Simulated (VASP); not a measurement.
Here is a VASP 6.6.1 calculation.

Contents of INCAR:

```
PREC     = Accurate       # precision mode
ENCUT    = 520            # plane-wave cutoff, eV
EDIFF    = 1E-7           # SCF threshold, eV
ISMEAR   = 0              # smearing method
SIGMA    = 0.01           # smearing width, eV
LREAL    = False          # projectors in reciprocal space
LASPH    = True           # aspherical terms in the spheres
NELM     = 100            # most SCF steps
ALGO     = Normal         # electronic algorithm
ISIF     = 2              # what is computed and relaxed
LWAVE    = False          # write WAVECAR
LCHARG   = False          # write CHGCAR
GGA      = PE             # functional
NBANDS   = 17             # bands
```

File KPOINTS:

```
regular mesh
0
Gamma
  6 6 6
```

The input POSCAR:

```
PbO
1.0
    3.1793716482      0.0000000000      0.0000000000
    0.0000000000      3.1793716482      0.0000000000
    0.0000000000      0.0000000000      3.1793716482
Pb O
1 1
Direct
    0.0000000000      0.0000000000      0.0000000000
    0.5000000000      0.5000000000      0.5000000000
```

Potentials or basis: VASP PAW PBE potentials, release 64 (Pb_d, O).

Command:

```console
$ cat potpaw_PBE.64/Pb_d/POTCAR potpaw_PBE.64/O/POTCAR > POTCAR
$ mpirun -np 1 vasp_std > vasp.out
```

Question: What does it give for the pressure?

Answer: 3.2 GPa.

Question: Predict the band gap on the k mesh.

Answer: 0.64 eV, indirect (least direct gap 0.76 eV).

Caveat: spin-orbit coupling is left out, which moves the levels of the heavy elements. A k mesh can miss the band edges.
